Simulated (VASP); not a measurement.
# In2O3 (R-3c) in VASP: further runs, part 2 of 2

VASP 6.6.1. The steps go on from the part before.

**3. Single point, LDA**

INCAR reads:

```
SYSTEM = In2O3
PREC = Accurate
ENCUT = 520
EDIFF = 1E-6
ISMEAR = -1
SIGMA = 0.05
LREAL = .FALSE.
LASPH = .TRUE.
NELM = 100
ALGO = Normal
ISIF = 2
LWAVE = .FALSE.
LCHARG = .TRUE.
LELF = .TRUE.
LVHAR = .TRUE.
NBANDS = 55
```

KPOINTS reads:

```
regular mesh
0
G
  6 6 6
  0 0 0
```

POSCAR reads:

```
In2O3
1.0
    2.7435000000      1.5839604635      4.8366666667
   -2.7435000000      1.5839604635      4.8366666667
    0.0000000000     -3.1679209270      4.8366666667
In O
4 6
Direct
    0.8573100000      0.8573100000      0.8573100000
    0.6426900000      0.6426900000      0.6426900000
    0.1426900000      0.1426900000      0.1426900000
    0.3573100000      0.3573100000      0.3573100000
    0.0480000000      0.7500000000      0.4520000000
    0.7500000000      0.4520000000      0.0480000000
    0.4520000000      0.0480000000      0.7500000000
    0.9520000000      0.2500000000      0.5480000000
    0.2500000000      0.5480000000      0.9520000000
    0.5480000000      0.9520000000      0.2500000000
```

Potentials or basis: VASP PAW LDA potentials, release 64 (In_d, O).

Started as:

```sh
$ cat potpaw_LDA.64/In_d/POTCAR potpaw_LDA.64/O/POTCAR > POTCAR
$ mpirun -np 1 vasp_std > vasp.out
```

It took 4.6 min on 1 thread of Intel Xeon Platinum 8259CL at 2.50GHz (Skylake/Cascade Lake), shared host; peak memory 0.34 GiB.

It converged, with:

```yaml
Free_energy: -63.6446 eV
Pressure: -2.5 GPa
Largest_force: 0.174 eV/Å
Band_gap_on_the_k_mesh: 1.20 eV (least direct gap 1.25 eV)
```

Forces on the atoms (eV/Å):
```
In   0.000  0.000 -0.100
In   0.000  0.000  0.100
In   0.000  0.000  0.100
In   0.000  0.000 -0.100
O   -0.087 -0.151  0.000
O   -0.087  0.151  0.000
O    0.174  0.000  0.000
O    0.087  0.151  0.000
O    0.087 -0.151  0.000
O   -0.174  0.000  0.000
```

Stress tensor (GPa, compression positive):
```
-2.35  0.00  0.00
 0.00 -2.35  0.00
 0.00  0.00 -2.86
```

Levels at points of the mesh, in eV from the valence-band top:
| k point | band 41 | band 42 | band 43 | band 44 | band 45 | band 46 | band 47 | band 48 |
| --- | --- | --- | --- | --- | --- | --- | --- | --- |
| (0.00, 0.00, 0.00) | -0.28 | -0.28 | -0.05 | -0.05 | 1.20 | 5.41 | 6.10 | 7.17 |
| (0.50, 0.00, 0.00) | -0.78 | -0.78 | -0.07 | -0.07 | 4.88 | 4.88 | 5.74 | 5.74 |
| (0.50, 0.50, 0.00) | -0.56 | -0.35 | -0.09 | -0.04 | 5.11 | 5.41 | 6.36 | 6.44 |
| (0.50, 0.50, 0.50) | -0.20 | -0.20 | -0.20 | -0.20 | 4.32 | 4.32 | 7.04 | 7.04 |

Caveat: spin-orbit coupling is left out, which moves the levels of the heavy elements. A k mesh can miss the band edges.

**4. Single point, LDA**

INCAR reads:

```
  PREC = Accurate
  ENCUT = 520
  EDIFF = 1E-6
  ISMEAR = 0
  SIGMA = 0.01
  LREAL = False
  LASPH = True
  NELM = 80
  ALGO = Normal
  ISIF = 2
  LWAVE = False
  LCHARG = False
  NBANDS = 55
```

KPOINTS reads:

```
regular mesh
0
Gamma
  6 6 6
```

POSCAR is that of step 3.

Started as:

```sh
$ cat potpaw_LDA.64/In_d/POTCAR potpaw_LDA.64/O/POTCAR > POTCAR
$ mpirun -np 1 vasp_std > vasp.out
```

It took 14 min on 1 thread of Oxide Virtual Turin-like, shared host; peak memory 0.31 GiB.

It converged, with:

| Property | Result |
| --- | --- |
| Free energy | -63.6446 eV |
| Pressure | -2.5 GPa |
| Largest force | 0.174 eV/Å |
| Band gap on the k mesh | 1.20 eV (least direct gap 1.25 eV) |

Forces on the atoms (eV/Å):
```
In   0.000  0.000 -0.100
In   0.000  0.000  0.100
In   0.000  0.000  0.100
In   0.000  0.000 -0.100
O   -0.087 -0.151  0.000
O   -0.087  0.151  0.000
O    0.174  0.000  0.000
O    0.087  0.151  0.000
O    0.087 -0.151  0.000
O   -0.174  0.000  0.000
```

Stress tensor (GPa, compression positive):
```
-2.35  0.00  0.00
 0.00 -2.35  0.00
 0.00  0.00 -2.86
```

Levels at points of the mesh, in eV from the valence-band top:
```tsv
k point	band 42	band 43	band 44	band 45	band 46	band 47
(0.00, 0.00, 0.00)	-0.28	-0.05	-0.05	1.20	5.41	6.10
(0.50, 0.00, 0.00)	-0.78	-0.07	-0.07	4.88	4.88	5.74
(0.50, 0.50, 0.00)	-0.35	-0.09	-0.04	5.11	5.41	6.36
(0.50, 0.50, 0.50)	-0.20	-0.20	-0.20	4.32	4.32	7.04
```

Caveat: spin-orbit coupling is left out, which moves the levels of the heavy elements. A k mesh can miss the band edges.

**5. Single point, r2SCAN**

POSCAR is that of step 4.

INCAR.step1 reads:

```
PREC = Accurate ; ENCUT = 520
ISMEAR = 0 ; SIGMA = 0.01
LREAL = F ; LASPH = T
NELM = 80 ; NBANDS = 55
GGA = PE ; ALGO = Normal
EDIFF = 1E-4 ; LWAVE = T
LCHARG = F
```

INCAR.step2 reads:

```
PREC = Accurate ; ENCUT = 520
EDIFF = 1E-6 ; ISMEAR = 0
SIGMA = 0.01 ; LREAL = F
LASPH = T ; NELM = 80
ALGO = Normal ; ISIF = 2
LWAVE = F ; LCHARG = F
METAGGA = R2SCAN ; LMIXTAU = T
NBANDS = 55 ; ISTART = 1
```

KPOINTS is that of step 4.

Potentials or basis: VASP PAW PBE potentials, release 64 (In_d, O).

Started as:

```sh
$ cat potpaw_PBE.64/In_d/POTCAR potpaw_PBE.64/O/POTCAR > POTCAR
$ cp INCAR.step1 INCAR
$ mpirun -np 1 vasp_std > vasp.out
$ cp INCAR.step2 INCAR
$ mpirun -np 1 vasp_std > vasp.out
```

Wall time 68 min (1 thread of Oxide Virtual Turin-like, shared host); peak memory 0.42 GiB.

It converged, with:

| Property | Result |
| --- | --- |
| Free energy | -144.4369 eV |
| Pressure | 3.2 GPa |
| Largest force | 0.128 eV/Å |
| Band gap on the k mesh | 1.90 eV (least direct gap 1.92 eV) |

Forces in eV/Å, atoms in the order of the input:
```
In   0.000  0.000 -0.064
In   0.000  0.000  0.064
In   0.000  0.000  0.064
In   0.000  0.000 -0.064
O   -0.064 -0.111  0.000
O   -0.064  0.111  0.000
O    0.128  0.000  0.000
O    0.064  0.111  0.000
O    0.064 -0.111  0.000
O   -0.128  0.000  0.000
```

Stress tensor (GPa, compression positive):
```
3.49 0.00 0.00
0.00 3.49 0.00
0.00 0.00 2.57
```

Levels at points of the mesh, in eV from the valence-band top:
| k point | band 42 | band 43 | band 44 | band 45 | band 46 | band 47 |
| --- | --- | --- | --- | --- | --- | --- |
| (0.00, 0.00, 0.00) | -0.27 | -0.03 | -0.03 | 1.90 | 6.29 | 7.08 |
| (0.50, 0.00, 0.00) | -0.73 | -0.06 | -0.06 | 5.63 | 5.63 | 6.65 |
| (0.50, 0.50, 0.00) | -0.33 | -0.07 | -0.03 | 5.90 | 6.19 | 7.24 |
| (0.50, 0.50, 0.50) | -0.19 | -0.19 | -0.19 | 5.04 | 5.04 | 8.02 |

Caveat: the cell stands under pressure; the PAW data sets were made with another functional, which shifts forces and pressure a little; spin-orbit coupling is left out, which moves the levels of the heavy elements.

**6. Summary**

| level | potentials or basis | smearing | gap on the mesh (eV) | pressure (GPa) | largest force (eV/Å) |
| --- | --- | --- | --- | --- | --- |
| PBE | VASP PAW PBE potentials, release 64 (In_d, O) | fermi-dirac 0.05 eV | 1.30 | 9.0 | 0.14 |
| LDA | VASP PAW LDA potentials, release 64 (In_d, O) | fermi-dirac 0.05 eV | 1.20 | -2.5 | 0.17 |
| LDA | VASP PAW LDA potentials, release 64 (In_d, O) | gaussian 0.01 eV | 1.20 | -2.5 | 0.17 |
| r2SCAN | VASP PAW PBE potentials, release 64 (In_d, O) | gaussian 0.01 eV | 1.90 | 3.2 | 0.13 |

Alike in all rows: task single point; no spin polarisation; cell as given; k mesh 6 × 6 × 6; cutoff (eV) 520.

Caveats: spin-orbit coupling is left out, which moves the levels of the heavy elements; the cell stands under pressure (at least some runs); the PAW data sets were made with another functional, which shifts forces and pressure a little (at least some runs).

Absolute energies hang on the potentials; compare differences alone.
